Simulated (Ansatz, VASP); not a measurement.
## One calculation of Pt, two programs

INCAR

```
ALGO = Fast ; EDIFF = 1E-7
ENCUT = 520 ; GGA = CA
ISIF = 2 ; ISMEAR = 0
LASPH = T ; LCHARG = T
LELF = T ; LREAL = F
LVHAR = T ; LWAVE = F
NBANDS = 11 ; NELM = 60
PREC = Accurate ; SIGMA = 0.15
```

KPOINTS

```
k-points
0
Gamma
  22 22 22
```

Contents of POSCAR:

```
Pt
1.0
   -1.5604567000      1.5604567000      1.5842200000
    1.5604567000     -1.5604567000      1.5842200000
    1.5604567000      1.5604567000     -1.5842200000
Pt
1
Direct
    0.0000000000      0.0000000000      0.0000000000
```

Input for Ansatz:

```yaml
crystal:
  lattice:
    - [-1.5604567, 1.5604567, 1.58422]
    - [1.5604567, -1.5604567, 1.58422]
    - [1.5604567, 1.5604567, -1.58422]
  atoms:
    - { symbol: Pt, position: [0.0, 0.0, 0.0] }
basis:
  ecutwfc: 520.0
kpoints:
  mp_grid: { grid: [22, 22, 22] }
hamiltonian:
  xc: lda
scf:
  occupations: { method: gaussian, width: 0.15 }
output:
  forces: true
  stress: true
  eigenvalues: true
```

Change from the starting cell: strain -0.015 along x and y, +0.000 along z, atoms carried along.

Alike in both runs: task single point; functional LDA; k mesh 22 × 22 × 22; occupations gaussian, width 0.15 eV; no spin polarisation.

|  | VASP | Ansatz |
| --- | --- | --- |
| version | VASP 6.6.1 | Ansatz 0.2.0 |
| potentials or method | VASP PAW LDA potentials, release 64 (Pt), cutoff 520 eV | scalar-relativistic, plane waves, PAW |
| valence electrons in the cell | 10 | 18 |

|  | VASP | Ansatz | Ansatz less VASP |
| --- | --- | --- | --- |
| gap on the k mesh at the Fermi level (eV) | none | none | - |
| pressure (GPa) | -8.4 | -9.1 | -0.68 |
| traceless stress, the component that is largest in VASP (GPa) | 1.07 | 1.07 | +0.008 |

LDA's correlation is that of Perdew and Zunger in VASP and of Perdew and Wang (1992) in Ansatz. A gap of «none» marks a metal or a gap that the smearing closes. VASP's potentials hold 10 valence electrons a cell and Ansatz's 18, so a difference there can come from the potentials and not from the codes.

Spin-orbit coupling is off throughout.
